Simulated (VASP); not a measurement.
Here is a VASP 6.6.1 calculation.

Contents of INCAR:

```
PREC = Accurate
ENCUT = 520
EDIFF = 1E-6
ISMEAR = 0
SIGMA = 0.15
LREAL = F
LASPH = T
NELM = 100
ALGO = Normal
ISIF = 2
LWAVE = F
LCHARG = T
GGA = PS
LELF = T
LVHAR = T
NBANDS = 12
```

File KPOINTS:

```
regular mesh
0
Gamma
  20 20 20
```

POSCAR

```
Au
1.0
   -1.6572690000      1.6572690000      1.6324099650
    1.6572690000     -1.6572690000      1.6324099650
    1.6572690000      1.6572690000     -1.6324099650
Au
1
Direct
    0.0000000000      0.0000000000      0.0000000000
```

Potentials or basis: VASP PAW PBE potentials, release 64 (Au).

Command:

```sh
$ cat potpaw_PBE.64/Au/POTCAR > POTCAR
$ mpirun -np 1 vasp_std > vasp.out
```

Question: Estimate the pressure.

Answer: -7.8 GPa.

Caveat: the cell differs from its parent crystal (strain +0.000 along x and y, -0.015 along z); the PAW data sets were made with another functional, which shifts forces and pressure a little.
